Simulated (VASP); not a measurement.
Crystal: Ag.

```
Ag
1.0
    -1.65565    1.65565    1.65565
     1.65565   -1.65565    1.65565
     1.65565    1.65565   -1.65565
Ag
1
Direct
  0.00000 0.00000 0.00000
```

| Quantity | Value |
| --- | --- |
| Program | VASP 6.6.1 |
| Task | relaxation of cell and atoms |
| Functional | PBEsol |
| Potentials or basis | VASP PAW PBE potentials, release 64 (Ag) |
| Cutoff | 600 eV |
| k mesh | 9 × 9 × 9 |
| Occupations | fermi-dirac, width 0.1 eV |
| Spin | no spin polarisation |

At the start: pressure -7.4 GPa; volume 18.15 Å³/atom.

Question: How do energy, volume and symmetry change on relaxing?

Answer: Over 3 steps the energy falls by 35.2 meV/atom and the volume is 16.77 Å³/atom (-7.6 %); space group Im-3m (No. 229, to 0.05 Å).

The path:
```tsv
step	energy change (eV)	largest force (eV/Å)	pressure (GPa)	volume (Å³)
1	0.0000	0.0000	-7.42	18.15
2	-0.0223	0.0000	5.91	16.03
3	-0.0352	0.0000	-0.03	16.77
```

Final structure:
```
Ag
1.0
    -1.61243    1.61243    1.61243
     1.61243   -1.61243    1.61243
     1.61243    1.61243   -1.61243
Ag
1
Cartesian
  0.0000 0.0000 0.0000
```

Caveat: the PAW data sets were made with another functional, which shifts forces and pressure a little.
